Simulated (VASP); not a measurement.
Wanted: the native input for a VASP 6.6.1 run.

| Quantity | Value |
| --- | --- |
| Task | single point |
| Functional | r2SCAN |
| Potentials or basis | VASP PAW PBE potentials, release 64 (Sn_d, O) |
| Cutoff | 520 eV |
| k mesh | 8 × 8 × 8 |
| Occupations | gaussian, width 0.01 eV |
| Spin | no spin polarisation |
| Dipole correction | no |
| Further INCAR settings | ALGO = Normal; EDIFF = 1e-06; NBANDS = 20 |

Crystal: SnO2.

```xyz
3
Lattice="0.0000 2.5335 2.4899 2.5335 0.0000 2.4899 2.5335 2.5335 0.0000" Properties=species:S:1:pos:R:3 pbc="T T T"
Sn    0.0000    0.0000    0.0000
O     1.2667    1.2667    1.2449
O     3.8002    3.8002    3.7348
```

This cell differs from its parent crystal: uniaxial z strain -1.7%.

The input as run:

POSCAR

```
SnO2
1.0
    0.0000000000      2.5334669704      2.4898913385
    2.5334669704      0.0000000000      2.4898913385
    2.5334669704      2.5334669704      0.0000000000
Sn O
1 2
Direct
    0.0000000000      0.0000000000      0.0000000000
    0.2500000000      0.2500000000      0.2500000000
    0.7500000000      0.7500000000      0.7500000000
```

INCAR.step1

```
PREC     = Accurate       # precision mode
ENCUT    = 520            # plane-wave cutoff, eV
ISMEAR   = 0              # smearing method
SIGMA    = 0.01           # smearing width, eV
LREAL    = False          # projectors in reciprocal space
LASPH    = True           # aspherical terms in the spheres
NELM     = 100            # most SCF steps
NBANDS   = 20             # bands
GGA      = PE             # functional
ALGO     = Normal         # electronic algorithm
EDIFF    = 1E-4           # SCF threshold, eV
LWAVE    = True           # write WAVECAR
LCHARG   = False          # write CHGCAR
```

INCAR.step2

```
PREC     = Accurate       # precision mode
ENCUT    = 520            # plane-wave cutoff, eV
EDIFF    = 1E-6           # SCF threshold, eV
ISMEAR   = 0              # smearing method
SIGMA    = 0.01           # smearing width, eV
LREAL    = False          # projectors in reciprocal space
LASPH    = True           # aspherical terms in the spheres
NELM     = 100            # most SCF steps
ALGO     = Normal         # electronic algorithm
ISIF     = 2              # what is computed and relaxed
LWAVE    = False          # write WAVECAR
LCHARG   = False          # write CHGCAR
METAGGA  = R2SCAN         # meta-GGA
LMIXTAU  = True         
NBANDS   = 20             # bands
ISTART   = 1
```

KPOINTS

```
regular mesh
0
Gamma
  8 8 8
```

Potentials or basis: VASP PAW PBE potentials, release 64 (Sn_d, O).

The run is started by

```sh
$ cat potpaw_PBE.64/Sn_d/POTCAR potpaw_PBE.64/O/POTCAR > POTCAR
$ cp INCAR.step1 INCAR
$ mpirun -np 1 vasp_std > vasp.out
$ cp INCAR.step2 INCAR
$ mpirun -np 1 vasp_std > vasp.out
```

Results of the run:

```
Pressure               : 5.6 GPa
Band gap on the k mesh : 0.97 eV (least direct gap 2.30 eV)
```

Caveat: the cell differs from its parent crystal (uniaxial z strain -1.7%); the cell stands under pressure; the PAW data sets were made with another functional, which shifts forces and pressure a little; spin-orbit coupling is left out, which moves the levels of the heavy elements.

Wall time 3.5 min on 1 thread of Intel Xeon 8259CL, with other jobs on the host, peak memory 0.19 GiB.
